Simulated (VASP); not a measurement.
# GaB3 (Cmmm) in VASP: a series of runs

GaB3 is run at these levels: PBE; tasks: relaxation of cell and atoms, single point.

All numbers are computed with VASP 6.6.1; they aren't measurements. Logs are shortened: lines on timing, memory, paths and dates and some standing lists are left out, and cuts for length are marked.

### Step 1. The cell of the first run

It takes space group Cmmm (No. 65, orthorhombic). The conventional cell has a = 5.361 Å, b = 5.889 Å, c = 2.912 Å, α = 90.00°, β = 90.00°, γ = 90.00°. Ga (site symmetry mmm) has 2 B at 2.11 Å within 2.8 Å. B (site symmetry m2m) has 3 B at 1.67 to 1.68 Å and 1 Ga at 2.11 Å within 2.2 Å. Within 2.2 Å of B (site symmetry mmm) lie 4 B at 1.68 Å.

### Step 2. Relaxation of cell and atoms, PBE

INCAR reads:

```
SYSTEM = GaB3
ALGO     = Normal         ! electronic algorithm
EDIFF    = 1E-7           ! SCF threshold, eV
EDIFFG   = -0.04          ! ionic threshold
ENCUT    = 600            ! plane-wave cutoff, eV
GGA      = PE             ! functional
IBRION   = 2              ! ionic algorithm
ISIF     = 3              ! what is computed and relaxed
ISMEAR   = 0              ! smearing method
LASPH    = .True.         ! aspherical terms in the spheres
LCHARG   = .False.        ! write CHGCAR
LREAL    = .False.        ! projectors in reciprocal space
LWAVE    = .False.        ! write WAVECAR
NELM     = 60             ! most SCF steps
NSW      = 90             ! ionic steps
PREC     = Accurate       ! precision mode
SIGMA    = 0.1            ! smearing width, eV
```

KPOINTS reads:

```
k-points
0
Gamma
  4 4 6
  0 0 0
```

POSCAR reads:

```
GaB3
1.0
    2.6804950613     -2.9444031141      0.0000000000
    2.6804950613      2.9444031141      0.0000000000
    0.0000000000      0.0000000000      2.9117869022
Ga B
1 3
Direct
    0.5000000000      0.5000000000      0.5000000000
    0.1414986843      0.8585013157      0.5000000000
    0.8585013157      0.1414986843      0.5000000000
    0.0000000000      0.0000000000      0.0000000000
```

Potentials or basis: VASP PAW PBE potentials, release 64 (Ga_d, B).

Started as:

```
$ cat potpaw_PBE.64/Ga_d/POTCAR potpaw_PBE.64/B/POTCAR > POTCAR
$ mpirun -np 1 vasp_std > vasp.out
```

OUTCAR:

```text
SYSTEM = GaB3
   EDIFF = 1E-7
   EDIFFG = -0.04
   ENCUT = 600
   GGA = PE
   IBRION = 2
   ISIF = 3
   ISMEAR = 0
   LASPH = .True.
   LREAL = .False.
   NELM = 60
   NSW = 90
   PREC = Accurate

 ion  position               nearest neighbor table
   1  0.500  0.500  0.500-   2 2.11   3 2.11
   2  0.141  0.859  0.500-   3 1.67   4 1.68   4 1.68   1 2.11
   3  0.859  0.141  0.500-   2 1.67   4 1.68   4 1.68   1 2.11
   4  0.000  0.000  0.000-   2 1.68   3 1.68   2 1.68   3 1.68

  LATTYP: Found a base centered orthorhombic cell.
 ALAT       =     5.3609901226
 B/A-ratio  =     1.0984549670
 C/A-ratio  =     0.5431434932

  Lattice vectors:

 A1 = (   2.6804950613,  -2.9444031141,   0.0000000000)
 A2 = (   2.6804950613,   2.9444031141,   0.0000000000)
 A3 = (   0.0000000000,   0.0000000000,   2.9117869022)

Analysis of symmetry for initial positions (statically):
=====================================================================
 Subroutine PRICEL returns:
 Original cell was already a primitive cell.

 Routine SETGRP: Setting up the symmetry group for a
 base centered orthorhombic supercell.

 Subroutine GETGRP returns: Found  8 space group operations
 (whereof  8 operations were pure point group operations)
 out of a pool of  8 trial point group operations.

The static configuration has the point symmetry D_2h.

Analysis of symmetry for dynamics (positions and initial velocities):
=====================================================================
 Subroutine PRICEL returns:
 Original cell was already a primitive cell.

 Routine SETGRP: Setting up the symmetry group for a
 base centered orthorhombic supercell.

 Subroutine GETGRP returns: Found  8 space group operations
 (whereof  8 operations were pure point group operations)
 out of a pool of  8 trial point group operations.

The dynamic configuration has the point symmetry D_2h.

 Subroutine INISYM returns: Found  8 space group operations
 (whereof  8 operations are pure point group operations),
 and found     1 'primitive' translations

----------------------------------------------------------------------------------------

                                     Primitive cell

  volume of cell :      45.9623

  direct lattice vectors                    reciprocal lattice vectors
     2.680495061 -2.944403114  0.000000000     0.186532707 -0.169813704  0.000000000
     2.680495061  2.944403114  0.000000000     0.186532707  0.169813704  0.000000000
     0.000000000  0.000000000  2.911786902     0.000000000  0.000000000  0.343431725

  length of vectors
     3.981778933  3.981778933  2.911786902     0.252252146  0.252252146  0.343431725

  position of ions in fractional coordinates (direct lattice)
     0.500000000  0.500000000  0.500000000
     0.141498684  0.858501316  0.500000000
     0.858501316  0.141498684  0.500000000
     0.000000000  0.000000000  0.000000000

  ion indices of the primitive-cell ions
   primitive index   ion index
                 1           1
                 2           2
                 3           3
                 4           4

----------------------------------------------------------------------------------------

 KPOINTS: k-points

Automatic generation of k-mesh.
 Grid dimensions read from file:
 generate k-points for:    4    4    6

 Generating k-lattice:

  Cartesian coordinates                     Fractional coordinates (reciprocal lattice)
     0.046633177 -0.042453426  0.000000000     0.250000000  0.000000000  0.000000000
     0.046633177  0.042453426  0.000000000     0.000000000  0.250000000  0.000000000
     0.000000000  0.000000000  0.057238621     0.000000000  0.000000000  0.166666667

  Length of vectors
     0.063063036  0.063063036  0.057238621

  Shift w.r.t. Gamma in fractional coordinates (k-lattice)
     0.000000000  0.000000000  0.000000000

 Subroutine IBZKPT returns following result:
 ===========================================

 Found     28 irreducible k-points:

 Following reciprocal coordinates:
            Coordinates               Weight
  0.000000  0.000000  0.000000      1.000000
  0.250000  0.000000  0.000000      4.000000
  0.500000  0.000000  0.000000      2.000000
  0.250000  0.250000  0.000000      2.000000
  0.500000  0.250000  0.000000      4.000000
 -0.250000  0.250000  0.000000      2.000000
[... 16 lines left out ...]
  0.250000  0.000000  0.500000      4.000000
  0.500000  0.000000  0.500000      2.000000
 [... further k-points ...]
   k-points           NKPTS =     28   k-points in BZ     NKDIM =     28   number of bands    NBANDS=     15
   number of dos      NEDOS =    301   number of ions     NIONS =      4
   total plane-waves  NPLWV =  24576
   dimension x,y,z NGX =    32 NGY =   32 NGZ =   24
   dimension x,y,z NGXF=    64 NGYF=   64 NGZF=   48
   ions per type =               1   3
   NGX,Y,Z   is equivalent  to a cutoff of  13.36, 13.36, 13.70 a.u.
   NGXF,Y,Z  is equivalent  to a cutoff of  26.72, 26.72, 27.41 a.u.
 SYSTEM =  GaB3
   PREC   = accura    normal or accurate (medium, high low for compatibility)
   ISTART =      0    job   : 0-new  1-cont  2-samecut
   ICHARG =      2    charge: 1-file 2-atom 10-const
   ISPIN  =      1    spin polarized calculation?
   LNONCOLLINEAR =      F non collinear calculations
   LSORBIT =      F    spin-orbit coupling
   LASPH  =      T    aspherical Exc in radial PAW
   ENCUT  =  600.0 eV  44.10 Ry    6.64 a.u.   7.95  7.95  5.82*2*pi/ulx,y,z
   NELM   =     60;   NELMIN=  2; NELMDL= -5     # of ELM steps
   EDIFF  = 0.1E-06   stopping-criterion for ELM
   LREAL  =      F    real-space projection
   EDIFFG = -.4E-01   stopping-criterion for IOM
   NSW    =     90    number of steps for IOM
   IBRION =      2    ionic relax: 0-MD 1-quasi-New 2-CG
   NFREE  =      1    steps in history (QN), initial steepest desc. (CG)
   ISIF   =      3    stress and relaxation
   ISYM   =      2    0-nonsym 1-usesym 2-fastsym
   POTIM  = 0.5000    time-step for ionic-motion
   TEBEG  =    0.0;   TEEND  =   0.0 temperature during run
   PSTRESS=    0.0 pullay stress
   NELECT =      22.0000    total number of electrons
   NUPDOWN=      -1.0000    fix difference up-down
   EMIN   =  10.00;   EMAX   =-10.00  energy-range for DOS
   EFERMI =   0.00;   METHOD = LEGACY
   ISMEAR =     0;   SIGMA  =   0.10  broadening in eV -4-tet -1-fermi 0-gaus
   EFERMI_NEDOS =   21; number of points for ismear=-14 and -15
   IALGO  =     38    algorithm
   IMIX   =      4    mixing-type and parameters
     AMIX     =   0.40;   BMIX     =  1.00
     AMIX_MAG =   1.60;   BMIX_MAG =  1.00
  volume/ion in A,a.u.               =      11.49        77.54
  Fermi-wavevector in a.u.,A,eV,Ry     =   1.280605  2.419992 22.312854  1.639948
  Thomas-Fermi vector in A             =   2.413023
   LORBIT       =      0    0 simple, 1 ext, 2 COOP (PROOUT), +10 PAW based schemes
   GGA     = PE    functional components
   LHFCALC =     F    Hartree Fock is set to
   AEXX    =    0.0000 exact exchange contribution
   IVDW    =     0    specifies the selected vdW correction
   LEPSILON=     F    determine dielectric tensor
   LRPA    =     F    only Hartree local field effects (RPA)
 conjugate gradient relaxation of ions
 non-spin polarized calculation
 Gauss-broadening in eV      SIGMA  =   0.10
  energy-cutoff  :      600.00
  volume of cell :       45.96
 maximum number of plane-waves:      1550
   NGX = 15   NGY = 15   NGZ = 11

--------------------------------------- Ionic step        1  -------------------------------------------

 number of electron      21.9999988 magnetization

 Free energy of the ion-electron system (eV)
  ---------------------------------------------------
  ext. energy  EPLUGINS =         0.00000000
  ---------------------------------------------------
  free energy    TOTEN  =       -20.67482074 eV

  energy without entropy =      -20.66865743  energy(sigma->0) =      -20.67173908

------------------------ aborting loop because EDIFF is reached ----------------------------------------

  FORCE on cell =-STRESS in cart. coord.  units (eV):
  Direction    XX          YY          ZZ          XY          YZ          ZX
  --------------------------------------------------------------------------------------
  -------------------------------------------------------------------------------------
  Total        0.1880742      1.2201889     -0.4741962     -0.0000000      0.0000000      0.0000000
  in kB        6.5559843     42.5339574    -16.5297681     -0.0000000      0.0000000      0.0000000
  external PRESSURE =      10.8533912 kB  Pullay stress =       0.0000000 kB
[... 137 lines left out ...]
  energy  without entropy=      -20.6829735939  energy(sigma->0) =      -20.68382459

--------------------------------------- Ionic step        5  -------------------------------------------

 number of electron      22.0000000 magnetization

 Free energy of the ion-electron system (eV)
  ---------------------------------------------------
  ext. energy  EPLUGINS =         0.00000000
  ---------------------------------------------------
  free energy    TOTEN  =       -20.68496212 eV

  energy without entropy =      -20.68292303  energy(sigma->0) =      -20.68394257

 E-fermi :   4.5790     XC(G=0): -10.6897

 val. band max:        4.5020404271   @ k =   0.0000   0.0000   0.5000
 cond. band min:       4.6623488532   @ k =   0.0000   0.0000   0.1667
 fundamental gap:      0.1603084261
 Fermi energy:         4.5790449053

 k-point     1 :       0.0000    0.0000    0.0000
  band No.  band energies     occupation
      1     -10.4479      2.00000
      2     -10.2313      2.00000
      3     -10.2165      2.00000
      4     -10.1791      2.00000
      5     -10.0829      2.00000
      6      -8.8438      2.00000
      7      -2.2259      2.00000
      8      -0.7803      2.00000
      9       0.6496      2.00000
     10       1.0699      2.00000
     11       4.3028      1.99991
     12       6.6384      0.00000
     13       7.0572      0.00000
     14       9.5845      0.00000
     15      10.2653      0.00000
[... 397 lines left out ...]
 k-point    24 :       0.5000    0.0000    0.5000
  band No.  band energies     occupation
      1     -10.3395      2.00000
      2     -10.2328      2.00000
      3     -10.2078      2.00000
      4     -10.1715      2.00000
      5     -10.1250      2.00000
      6      -6.2524      2.00000
      7      -3.6291      2.00000
      8      -1.5109      2.00000
      9       0.3487      2.00000
     10       2.0773      2.00000
     11       3.8567      2.00000
     12       4.8233      0.00055
     13       7.7524      0.00000
     14       7.7859      0.00000
     15       8.1045      0.00000

 [... further k-points ...]

------------------------ aborting loop because EDIFF is reached ----------------------------------------

  FORCE on cell =-STRESS in cart. coord.  units (eV):
  Direction    XX          YY          ZZ          XY          YZ          ZX
  --------------------------------------------------------------------------------------
  -------------------------------------------------------------------------------------
  Total        0.1249139     -0.0046682      0.1244450      0.0000000      0.0000000      0.0000000
  in kB        4.3147537     -0.1612495      4.2985586      0.0000000      0.0000000      0.0000000
  external PRESSURE =       2.8173542 kB  Pullay stress =       0.0000000 kB
[... 19 lines left out ...]
  FREE ENERGIE OF THE ION-ELECTRON SYSTEM (eV)
  ---------------------------------------------------
  free  energy   TOTEN  =       -20.6849621155 eV

  energy  without entropy=      -20.6829230329  energy(sigma->0) =      -20.68394257

 reached required accuracy - stopping structural energy minimisation
```

It took 31 s on 1 thread of Intel Xeon Platinum 8559C (Emerald Rapids), shared host; peak memory 0.17 GiB.

What came out:

- Free energy: -20.6850 eV
- Relaxed volume: 11.60 Å³/atom
- Relaxed cell: a = 4.016 Å, b = 4.016 Å, c = 2.891 Å, α = 90.00°, β = 90.00°, γ = 95.98°
- Space group after relaxing (to 0.05 Å): Cmmm (No. 65)
- Energy gained by relaxing: 2.5 meV/atom
- Ionic steps: 5
- Pressure after relaxing: 0.3 GPa
- Largest force after relaxing: 0.017 eV/Å
- Band gap on the k mesh: zero (band 11 reaches 7.02 eV, above the bottom of band 12 at 3.39 eV)

Forces on the atoms (eV/Å):
```
Ga   0.000  0.000  0.000
B    0.000  0.017  0.000
B    0.000 -0.017  0.000
B    0.000  0.000  0.000
```

Stress tensor (GPa, compression positive):
```
 0.43  0.00  0.00
 0.00 -0.02  0.00
 0.00  0.00  0.43
```

Step by step:
```csv
step,energy change (eV),largest force (eV/Å),pressure (GPa),volume (Å³)
1,0.0000,0.0658,1.09,45.96
2,-0.0081,0.2526,-0.51,46.48
3,-0.0087,0.1928,-0.18,46.37
4,-0.0099,0.0625,0.50,46.39
5,-0.0101,0.0174,0.28,46.38
```

Final structure:
```
CELL_PARAMETERS angstrom
2.68806 -2.98434 0.00000
2.68806 2.98434 0.00000
0.00000 0.00000 2.89100
ATOMIC_POSITIONS crystal
Ga 0.50000 0.50000 0.50000
B 0.14096 0.85904 0.50000
B 0.85904 0.14096 0.50000
B 0.00000 0.00000 0.00000
```

Levels at points of the mesh, in eV from the Fermi level:
```
           k point  band 7  band 8  band 9  band 10  band 11  band 12  band 13  band 14  band 15
(0.00, 0.00, 0.00)   -6.80   -5.36   -3.93    -3.51    -0.28     2.06     2.48     5.01     5.69
(0.50, 0.00, 0.00)   -9.30   -3.93   -3.65    -3.34    -1.12     0.99     4.77     4.82     6.45
(0.50, 0.50, 0.00)   -7.85   -7.15   -6.34    -3.25     2.45     3.16     4.88     5.76     6.57
(0.00, 0.00, 0.50)   -8.81   -4.83   -2.74    -2.10    -0.45    -0.08     1.35     1.67     5.71
(0.50, 0.00, 0.50)   -8.21   -6.09   -4.23    -2.50    -0.72     0.24     3.17     3.21     3.53
(0.50, 0.50, 0.50)   -7.91   -4.80   -4.08    -3.86    -3.37    -0.96    -0.10     4.80     6.82
```

Caveat: the k points lie up to 0.39 Å⁻¹ apart in the final cell.

### Step 3. Relaxation of cell and atoms, PBE

This run uses another cell than the first one, of 11.16 Å³/atom, 0.972 times its volume.

INCAR reads:

```
PREC = Accurate
ENCUT = 600
EDIFF = 1E-6
ISMEAR = 0
SIGMA = 0.1
LREAL = False
LASPH = True
NELM = 100
ALGO = Normal
ISIF = 3
LWAVE = False
LCHARG = False
GGA = PE
IBRION = 2
NSW = 90
EDIFFG = -0.04
```

KPOINTS reads:

```
regular mesh
0
Gamma
  6 6 4
```

POSCAR reads:

```
GaB3
1.0
    1.6589551300     -2.6811992800      0.0000000000
    1.6589551300      2.6811992800      0.0000000000
    0.0000000000      0.0000000000      5.0195862200
Ga B
1 3
Direct
    0.5000000000      0.5000000000      0.5000000000
    0.1328468700      0.8671531300      0.5000000000
    0.8671531300      0.1328468700      0.5000000000
    0.0000000000      0.0000000000      0.0000000000
```

Potentials or basis: VASP PAW PBE potentials, release 64 (Ga_d, B).

Started as:

```
$ cat potpaw_PBE.64/Ga_d/POTCAR potpaw_PBE.64/B/POTCAR > POTCAR
$ mpirun -np 1 vasp_std > vasp.out
```

It took 6.1 min on 1 thread of Intel Xeon Platinum 8559C (Emerald Rapids), shared host; peak memory 0.2 GiB.

Results (log left out):

```yaml
Free_energy: -20.5949 eV
Relaxed_volume: 11.30 Å³/atom
Relaxed_cell: a = 3.951 Å, b = 3.951 Å, c = 2.914 Å, α = 90.00°, β = 90.00°, γ = 96.42°
Space_group_after_relaxing_to_0.05_Å: Cmmm (No. 65)
Energy_gained_by_relaxing: 2202.3 meV/atom
Ionic_steps: 34
Pressure_after_relaxing: -0.2 GPa
Largest_force_after_relaxing: 0.033 eV/Å
Band_gap_on_the_k_mesh: zero (band 11 reaches 7.44 eV, above the bottom of band 12 at 3.53 eV)
```

Forces on the atoms (eV/Å):
```
Ga   0.000  0.000  0.000
B    0.000 -0.033  0.000
B    0.000  0.033  0.000
B    0.000  0.000  0.000
```

Stress tensor (GPa, compression positive):
```
-0.51  0.00  0.00
 0.00 -0.16  0.00
 0.00  0.00  0.06
```

The path:
| step | energy change (eV) | largest force (eV/Å) | pressure (GPa) | volume (Å³) |
| --- | --- | --- | --- | --- |
| 1 | 0.0000 | 7.1374 | 51.46 | 44.65 |
| 2 | -1.6024 | 1.4038 | -10.40 | 70.69 |
| 3 | -2.6081 | 2.0362 | 0.08 | 55.90 |
| 4 | -2.6116 | 1.9996 | 0.46 | 55.66 |
| 5 | -2.6148 | 1.9439 | 1.00 | 55.34 |
| 6 | -3.2581 | 2.0528 | -4.40 | 56.92 |
| 7 | -3.9739 | 4.0865 | -11.78 | 60.40 |
| 8 | -4.0499 | 0.8942 | -11.09 | 59.59 |
| 9 | -4.4768 | 3.2608 | -10.70 | 57.03 |
| 10 | -5.1118 | 10.3592 | -2.07 | 52.02 |
| 11 | -5.1521 | 10.6497 | -1.47 | 51.76 |
| 12 | -5.2555 | 11.5542 | 0.52 | 50.97 |
| 13 | -5.4189 | 13.4302 | 4.05 | 49.34 |
| 14 | -5.6098 | 18.8544 | 15.68 | 45.89 |
| 15 | -5.5794 | 16.0371 | 7.06 | 47.67 |
| 16 | -6.1067 | 15.0330 | 8.01 | 46.87 |
| 17 | -7.1631 | 12.0585 | 18.87 | 44.30 |
| 18 | -5.0430 | 7.7681 | 73.12 | 38.43 |
| 19 | -7.2439 | 11.2154 | 25.28 | 43.30 |
| 20 | -7.6695 | 8.8331 | 19.46 | 43.81 |
| 21 | -8.4102 | 3.4875 | 5.29 | 45.33 |
| 22 | -8.3849 | 1.3394 | -11.90 | 48.38 |
| 23 | -8.5739 | 0.3074 | -5.53 | 46.97 |
| 24 | -8.5801 | 0.7383 | -3.73 | 46.67 |
| 25 | -8.6115 | 0.6830 | -3.32 | 46.50 |
| 26 | -8.6904 | 0.5107 | -1.91 | 45.99 |
| 27 | -8.7761 | 0.1851 | 1.71 | 44.97 |
| 28 | -8.7811 | 0.0900 | 3.17 | 44.62 |
| 29 | -8.7948 | 0.0381 | 1.87 | 44.86 |
| 30 | -8.8056 | 0.2745 | -0.73 | 45.39 |
| 31 | -8.8057 | 0.2600 | -0.55 | 45.35 |
| 32 | -8.8078 | 0.1473 | -0.44 | 45.32 |
| 33 | -8.8091 | 0.0424 | -0.25 | 45.25 |
| 34 | -8.8093 | 0.0334 | -0.20 | 45.21 |

Final structure:
```
CELL_PARAMETERS angstrom
2.63272 -2.94583 0.00000
2.63272 2.94583 0.00000
0.00000 0.00000 2.91439
ATOMIC_POSITIONS crystal
Ga 0.50000 0.50000 0.50000
B 0.14194 0.85806 0.50000
B 0.85806 0.14194 0.50000
B 0.00000 0.00000 0.00000
```

Levels at points of the mesh, in eV from the Fermi level:
```tsv
k point	band 7	band 8	band 9	band 10	band 11	band 12	band 13	band 14	band 15
(0.00, 0.00, 0.00)	-6.76	-5.29	-3.95	-3.69	-0.37	2.13	2.69	5.41	5.77
(0.50, 0.00, 0.00)	-9.47	-4.05	-3.54	-3.49	-0.86	1.12	4.60	4.87	6.35
(0.50, 0.50, 0.00)	-8.01	-7.18	-6.51	-3.38	2.60	3.29	4.69	6.01	6.81
(0.00, 0.00, 0.50)	-8.94	-4.96	-2.63	-2.17	-0.57	0.05	1.33	1.47	5.93
(0.50, 0.00, 0.50)	-8.26	-6.39	-4.32	-2.71	-0.70	0.27	3.21	3.31	3.77
(0.50, 0.50, 0.50)	-7.93	-5.09	-4.23	-3.90	-3.67	-0.97	-0.20	5.03	7.00
```

Caveat: the k points lie up to 0.54 Å⁻¹ apart in the final cell.

(Continued in part 2 of 2.)
